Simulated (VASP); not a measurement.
# CdS in VASP: a series of runs

CdS is run at these levels: PBE; tasks: single point.

Everything below comes from runs of VASP 6.6.1. Logs are shortened: lines on timing, memory, paths and dates and some standing lists are left out, and cuts for length are marked.

## Step 1: The cell of the first run

Symmetry: I-4m2, No. 119, tetragonal system. The conventional cell has a = 4.162 Å, b = 4.162 Å, c = 6.004 Å, α = 90.00°, β = 90.00°, γ = 90.00°. Within 3.4 Å of Cd (site symmetry -4m2) lie 4 S at 2.57 Å. Within 3.4 Å of S (site symmetry -4m2) lie 4 Cd at 2.57 Å.

## Step 2: Single point, PBE (zz strain of +2 %)

The input, INCAR:

```
SYSTEM = CdS
ALGO = Normal ; EDIFF = 1E-7
ENCUT = 520 ; GGA = PE
ISIF = 2 ; ISMEAR = -1
LASPH = .TRUE. ; LCHARG = .FALSE.
LREAL = .FALSE. ; LWAVE = .FALSE.
NBANDS = 16 ; NELM = 80
PREC = Accurate ; SIGMA = 0.02
```

The input, KPOINTS:

```
k-points
0
G
  7 7 7
  0 0 0
```

The input, POSCAR:

```
CdS
1.0
    0.0000000000      2.9429534649      3.0018125342
    2.9429534649      0.0000000000      3.0018125342
    2.9429534649      2.9429534649      0.0000000000
Cd S
1 1
Direct
    0.0000000000      0.0000000000      0.0000000000
    0.7500000000      0.7500000000      0.7500000000
```

Potentials or basis: VASP PAW PBE potentials, release 64 (Cd, S).

Launch:

```sh
$ cat potpaw_PBE.64/Cd/POTCAR potpaw_PBE.64/S/POTCAR > POTCAR
$ mpirun -np 1 vasp_std > vasp.out
```

OUTCAR:

```text
SYSTEM = CdS
   EDIFF = 1E-7
   ENCUT = 520
   GGA = PE
   ISIF = 2
   ISMEAR = -1
   LASPH = .TRUE.
   LREAL = .FALSE.
   NELM = 80
   PREC = Accurate

 ion  position               nearest neighbor table
   1  0.000  0.000  0.000-   2 2.57   2 2.57   2 2.57   2 2.57
   2  0.750  0.750  0.750-   1 2.57   1 2.57   1 2.57   1 2.57

  LATTYP: Found a body centered tetragonal cell.
 ALAT       =     4.1619647035
 C/A-ratio  =     1.4424978336

  Lattice vectors:

 A1 = (  -2.9429534649,   0.0000000000,   3.0018125342)
 A2 = (   2.9429534649,   0.0000000000,   3.0018125342)
 A3 = (   0.0000000000,   2.9429534649,  -3.0018125342)

Analysis of symmetry for initial positions (statically):
=====================================================================
 Subroutine PRICEL returns:
 Original cell was already a primitive cell.

 Routine SETGRP: Setting up the symmetry group for a
 body centered tetragonal supercell.

 Subroutine GETGRP returns: Found  8 space group operations
 (whereof  8 operations were pure point group operations)
 out of a pool of 16 trial point group operations.

The static configuration has the point symmetry D_2d.

Analysis of symmetry for dynamics (positions and initial velocities):
=====================================================================
 Subroutine PRICEL returns:
 Original cell was already a primitive cell.

 Routine SETGRP: Setting up the symmetry group for a
 body centered tetragonal supercell.

 Subroutine GETGRP returns: Found  8 space group operations
 (whereof  8 operations were pure point group operations)
 out of a pool of 16 trial point group operations.

The dynamic configuration has the point symmetry D_2d.

 Subroutine INISYM returns: Found  8 space group operations
 (whereof  8 operations are pure point group operations),
 and found     1 'primitive' translations

----------------------------------------------------------------------------------------

                                     Primitive cell

  volume of cell :      51.9972

  direct lattice vectors                    reciprocal lattice vectors
     0.000000000  2.942953465  3.001812534    -0.169897352  0.169897352  0.166566031
     2.942953465  0.000000000  3.001812534     0.169897352 -0.169897352  0.166566031
     2.942953465  2.942953465  0.000000000     0.169897352  0.169897352 -0.166566031

  length of vectors
     4.203790383  4.203790383  4.161964703     0.292360160  0.292360160  0.292360160

  position of ions in fractional coordinates (direct lattice)
     0.000000000  0.000000000  0.000000000
     0.750000000  0.750000000  0.750000000

  ion indices of the primitive-cell ions
   primitive index   ion index
                 1           1
                 2           2

----------------------------------------------------------------------------------------

 KPOINTS: k-points

Automatic generation of k-mesh.
 Grid dimensions read from file:
 generate k-points for:    7    7    7

 Generating k-lattice:

  Cartesian coordinates                     Fractional coordinates (reciprocal lattice)
    -0.024271050  0.024271050  0.023795147     0.142857143  0.000000000  0.000000000
     0.024271050 -0.024271050  0.023795147     0.000000000  0.142857143  0.000000000
     0.024271050  0.024271050 -0.023795147     0.000000000  0.000000000  0.142857143

  Length of vectors
     0.041765737  0.041765737  0.041765737

  Shift w.r.t. Gamma in fractional coordinates (k-lattice)
     0.000000000  0.000000000  0.000000000

 Subroutine IBZKPT returns following result:
 ===========================================

 Found     40 irreducible k-points:

 Following reciprocal coordinates:
            Coordinates               Weight
  0.000000  0.000000  0.000000      1.000000
  0.142857  0.000000  0.000000      8.000000
  0.285714  0.000000  0.000000      8.000000
  0.428571  0.000000  0.000000      8.000000
  0.142857  0.142857  0.000000      2.000000
  0.285714  0.142857  0.000000      8.000000
[... 16 lines left out ...]
  0.428571  0.285714  0.142857      8.000000
 -0.428571  0.285714  0.142857     16.000000
 [... further k-points ...]
   k-points           NKPTS =     40   k-points in BZ     NKDIM =     40   number of bands    NBANDS=     16
   number of dos      NEDOS =    301   number of ions     NIONS =      2
   total plane-waves  NPLWV =  32768
   dimension x,y,z NGX =    32 NGY =   32 NGZ =   32
   dimension x,y,z NGXF=    64 NGYF=   64 NGZF=   64
   ions per type =               1   1
   NGX,Y,Z   is equivalent  to a cutoff of  12.65, 12.65, 12.78 a.u.
   NGXF,Y,Z  is equivalent  to a cutoff of  25.31, 25.31, 25.56 a.u.
 SYSTEM =  CdS
   PREC   = accura    normal or accurate (medium, high low for compatibility)
   ISTART =      0    job   : 0-new  1-cont  2-samecut
   ICHARG =      2    charge: 1-file 2-atom 10-const
   ISPIN  =      1    spin polarized calculation?
   LNONCOLLINEAR =      F non collinear calculations
   LSORBIT =      F    spin-orbit coupling
   LASPH  =      T    aspherical Exc in radial PAW
   ENCUT  =  520.0 eV  38.22 Ry    6.18 a.u.   7.82  7.82  7.74*2*pi/ulx,y,z
   NELM   =     80;   NELMIN=  2; NELMDL= -5     # of ELM steps
   EDIFF  = 0.1E-06   stopping-criterion for ELM
   LREAL  =      F    real-space projection
   EDIFFG = 0.1E-05   stopping-criterion for IOM
   NSW    =      0    number of steps for IOM
   IBRION =     -1    ionic relax: 0-MD 1-quasi-New 2-CG
   NFREE  =      0    steps in history (QN), initial steepest desc. (CG)
   ISIF   =      2    stress and relaxation
   ISYM   =      2    0-nonsym 1-usesym 2-fastsym
   POTIM  = 0.5000    time-step for ionic-motion
   TEBEG  =    0.0;   TEEND  =   0.0 temperature during run
   PSTRESS=    0.0 pullay stress
   NELECT =      18.0000    total number of electrons
   NUPDOWN=      -1.0000    fix difference up-down
   EMIN   =  10.00;   EMAX   =-10.00  energy-range for DOS
   EFERMI =   0.00;   METHOD = LEGACY
   ISMEAR =    -1;   SIGMA  =   0.02  broadening in eV -4-tet -1-fermi 0-gaus
   EFERMI_NEDOS =   21; number of points for ismear=-14 and -15
   IALGO  =     38    algorithm
   IMIX   =      4    mixing-type and parameters
     AMIX     =   0.40;   BMIX     =  1.00
     AMIX_MAG =   1.60;   BMIX_MAG =  1.00
  volume/ion in A,a.u.               =      26.00       175.45
  Fermi-wavevector in a.u.,A,eV,Ry     =   1.149491  2.172223 17.977778  1.321329
  Thomas-Fermi vector in A             =   2.286160
   LORBIT       =      0    0 simple, 1 ext, 2 COOP (PROOUT), +10 PAW based schemes
   GGA     = PE    functional components
[... 5 lines left out ...]
 non-spin polarized calculation
  energy-cutoff  :      520.00
  volume of cell :       52.00
 maximum number of plane-waves:      1410
   NGX = 15   NGY = 15   NGZ = 15

 number of electron      18.0000000 magnetization

 Free energy of the ion-electron system (eV)
  ---------------------------------------------------
  ext. energy  EPLUGINS =         0.00000000
  ---------------------------------------------------
  free energy    TOTEN  =        -6.14573348 eV

  energy without entropy =       -6.14573348  energy(sigma->0) =       -6.14573348

 E-fermi :   1.3214     XC(G=0):  -8.9320

 val. band max:        0.9440879328   @ k =   0.0000   0.0000   0.0000
 cond. band min:       1.9688056750   @ k =   0.0000   0.0000   0.0000
 fundamental gap:      1.0247177422
 Fermi energy:         1.3213821608

 k-point     1 :       0.0000    0.0000    0.0000
  band No.  band energies     occupation
      1     -11.1675      2.00000
      2      -6.6539      2.00000
      3      -6.6423      2.00000
      4      -6.6423      2.00000
      5      -6.2314      2.00000
      6      -6.2255      2.00000
[... 8 lines left out ...]
     15      12.2250      0.00000
     16      12.4643      0.00000

 k-point     2 :       0.1429    0.0000    0.0000
  band No.  band energies     occupation
      1     -11.0955      2.00000
      2      -6.6254      2.00000
      3      -6.6169      2.00000
      4      -6.5773      2.00000
      5      -6.2311      2.00000
      6      -6.2272      2.00000
[... 8 lines left out ...]
     15      11.7597      0.00000
     16      12.7285      0.00000

 k-point     3 :       0.2857    0.0000    0.0000
  band No.  band energies     occupation
      1     -10.9331      2.00000
      2      -6.5767      2.00000
      3      -6.5671      2.00000
      4      -6.3367      2.00000
      5      -6.2212      2.00000
      6      -6.2191      2.00000
[... 8 lines left out ...]
     15      11.6771      0.00000
     16      12.0055      0.00000

 k-point     4 :       0.4286    0.0000    0.0000
  band No.  band energies     occupation
      1     -10.8033      2.00000
      2      -6.5493      2.00000
      3      -6.5376      2.00000
      4      -6.2032      2.00000
      5      -6.1965      2.00000
      6      -5.9694      2.00000
[... 8 lines left out ...]
     15      12.8572      0.00000
     16      12.9342      0.00000

 k-point     5 :       0.1429    0.1429    0.0000
  band No.  band energies     occupation
      1     -11.0736      2.00000
      2      -6.5955      2.00000
      3      -6.5921      2.00000
      4      -6.5921      2.00000
      5      -6.2492      2.00000
      6      -6.2123      2.00000
[... 8 lines left out ...]
     15      12.5919      0.00000
     16      13.5343      0.00000

 k-point     6 :       0.2857    0.1429    0.0000
  band No.  band energies     occupation
      1     -10.9428      2.00000
      2      -6.5649      2.00000
      3      -6.5371      2.00000
      4      -6.4212      2.00000
      5      -6.2432      2.00000
      6      -6.2005      2.00000
[... 8 lines left out ...]
     15      12.5157      0.00000
     16      13.6028      0.00000
[... 267 lines left out ...]
 k-point    21 :      -0.2857    0.0000    0.1429
  band No.  band energies     occupation
      1     -10.8437      2.00000
      2      -6.5417      2.00000
      3      -6.5273      2.00000
      4      -6.2489      2.00000
      5      -6.2324      2.00000
      6      -6.1167      2.00000
[... 8 lines left out ...]
     15      12.8153      0.00000
     16      13.4072      0.00000

 k-point    22 :      -0.1429   -0.0000    0.1429
  band No.  band energies     occupation
      1     -10.9943      2.00000
      2      -6.5940      2.00000
      3      -6.5668      2.00000
      4      -6.4662      2.00000
      5      -6.2433      2.00000
      6      -6.2099      2.00000
[... 8 lines left out ...]
     15      11.8658      0.00000
     16      13.9257      0.00000

 k-point    23 :       0.4286    0.2857    0.1429
  band No.  band energies     occupation
      1     -10.8240      2.00000
      2      -6.5106      2.00000
      3      -6.4922      2.00000
      4      -6.3195      2.00000
      5      -6.2032      2.00000
      6      -6.1129      2.00000
[... 8 lines left out ...]
     15      13.3135      0.00000
     16      14.5996      0.00000

 k-point    24 :      -0.4286    0.2857    0.1429
  band No.  band energies     occupation
      1     -10.7287      2.00000
      2      -6.4909      2.00000
      3      -6.4589      2.00000
      4      -6.2640      2.00000
      5      -6.2049      2.00000
      6      -5.8312      2.00000
[... 8 lines left out ...]
     15      13.0237      0.00000
     16      14.1842      0.00000

 [... further k-points ...]
[... 5 lines left out ...]
  --------------------------------------------------------------------------------------
  -------------------------------------------------------------------------------------
  Total        0.1504426      0.1504426      0.0208408      0.0000000     -0.0000000      0.0000000
  in kB        4.6355470      4.6355470      0.6421619      0.0000000     -0.0000000      0.0000000
  external PRESSURE =       3.3044187 kB  Pullay stress =       0.0000000 kB

 VOLUME and BASIS-vectors are now :
 -----------------------------------------------------------------------------
  energy-cutoff  :      520.00
  volume of cell :       52.00
      direct lattice vectors                 reciprocal lattice vectors
     0.000000000  2.942953465  3.001812534    -0.169897352  0.169897352  0.166566031
     2.942953465  0.000000000  3.001812534     0.169897352 -0.169897352  0.166566031
     2.942953465  2.942953465  0.000000000     0.169897352  0.169897352 -0.166566031

 POSITION                                       TOTAL-FORCE (eV/Angst)
 -----------------------------------------------------------------------------------
      0.00000      0.00000      0.00000         0.000000      0.000000     -0.000000
      4.41443      4.41443      4.50272        -0.000000     -0.000000      0.000000
 -----------------------------------------------------------------------------------
    total drift:                                0.000000      0.000000      0.000001

  FREE ENERGIE OF THE ION-ELECTRON SYSTEM (eV)
  ---------------------------------------------------
  free  energy   TOTEN  =        -6.1457334792 eV

  energy  without entropy=       -6.1457334792  energy(sigma->0) =       -6.14573348
```

It took 15 s on 1 thread of Intel Xeon 6975P-C (Granite Rapids), shared host; peak memory 0.19 GiB.

What came out:

| Property | Result |
| --- | --- |
| Free energy | -6.1457 eV |
| Pressure | 0.3 GPa |
| Band gap on the k mesh | 1.02 eV, direct |

Stress tensor (GPa, compression positive):
```
0.46 0.00 0.00
0.00 0.46 0.00
0.00 0.00 0.06
```

Caveat: the cell differs from its parent crystal (zz strain of +2 %).

(Continued in part 2 of 2.)
